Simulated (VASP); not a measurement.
Input of a VASP 6.6.1 run:

The input POSCAR:

```
Si
1.0
    3.8375530000      0.0000000000      0.0000000000
    1.9187765000      3.3234183864      0.0000000000
    1.9187765000      1.1078061288      3.1333489036
Si
2
Direct
    0.7500000000      0.7500000000      0.7500000000
    0.5000000000      0.5000000000      0.5000000000
```

File INCAR.step1:

```
ALGO = Normal
EDIFF = 1E-4
ENCUT = 600
GGA = PE
ISMEAR = 1
LASPH = T
LCHARG = F
LREAL = F
LWAVE = T
NELM = 100
PREC = Accurate
SIGMA = 0.05
```

Contents of INCAR.step2:

```
ALGO = Normal
EDIFF = 1E-6
EDIFFG = -0.03
ENCUT = 600
IBRION = 2
ISIF = 3
ISMEAR = 1
ISTART = 1
LASPH = T
LCHARG = F
LMIXTAU = T
LREAL = F
LWAVE = F
METAGGA = R2SCAN
NELM = 100
NSW = 60
PREC = Accurate
SIGMA = 0.05
```

Contents of KPOINTS:

```
k-points
0
Gamma
  6 6 6
```

Potentials or basis: VASP PAW PBE potentials, release 64 (Si).

Run with:

```console
$ cat potpaw_PBE.64/Si/POTCAR > POTCAR
$ cp INCAR.step1 INCAR
$ mpirun -np 1 vasp_std > vasp.out
$ cp INCAR.step2 INCAR
$ mpirun -np 1 vasp_std > vasp.out
```

Predict the band gap on the k mesh.

0.93 eV (least direct gap 2.75 eV).

Predict the relaxed volume.

20.13 Å³/atom.

What does it give for the space group after relaxing (to 0.1 Å)?

Fd-3m (No. 227).

Final structure:
```yaml
crystal:
  lattice:
    - [3.84734, 0.00000, 0.00000]
    - [1.92367, 3.33189, 0.00000]
    - [1.92367, 1.11063, 3.14134]
  atoms:
    - { symbol: Si, position: [0.75000, 0.75000, 0.75000] }
    - { symbol: Si, position: [0.50000, 0.50000, 0.50000] }
```

Caveat: the PAW data sets were made with another functional, which shifts forces and pressure a little. A k mesh can miss the band edges.
